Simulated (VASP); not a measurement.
Crystal: W.

```
CELL_PARAMETERS angstrom
0.00000 1.98729 1.98729
1.98729 0.00000 1.98729
1.98729 1.98729 0.00000
ATOMIC_POSITIONS crystal
W 0.00000 0.00000 0.00000
```

- Program: VASP 6.6.1
- Task: relaxation of cell and atoms
- Functional: PBEsol
- Potentials or basis: VASP PAW PBE potentials, release 64 (W_sv)
- Cutoff: 600 eV
- k mesh: 18 × 18 × 18
- Occupations: fermi-dirac, width 0.05 eV
- Spin: no spin polarisation

At the start: pressure 6.3 GPa; volume 15.70 Å³/atom.

**Question.** Where does the relaxation end?

**Answer.** Over 4 steps the energy falls by 6.2 meV/atom and the volume is 16.02 Å³/atom (+2.0 %); space group Fm-3m (No. 225, to 0.05 Å).

The path:
```
step  energy change (eV)  largest force (eV/Å)  pressure (GPa)  volume (Å³)
   1              0.0000                0.0000            6.32        15.70
   2              0.0612                0.0000          -18.06        17.15
   3             -0.0062                0.0000           -0.17        16.03
   4             -0.0062                0.0000           -0.04        16.02
```

Final structure:
```yaml
crystal:
  lattice:
    - [0.00000, 2.00069, 2.00069]
    - [2.00069, 0.00000, 2.00069]
    - [2.00069, 2.00069, 0.00000]
  atoms:
    - { symbol: W, position: [0.00000, 0.00000, 0.00000] }
```

Caveat: the PAW data sets were made with another functional, which shifts forces and pressure a little.
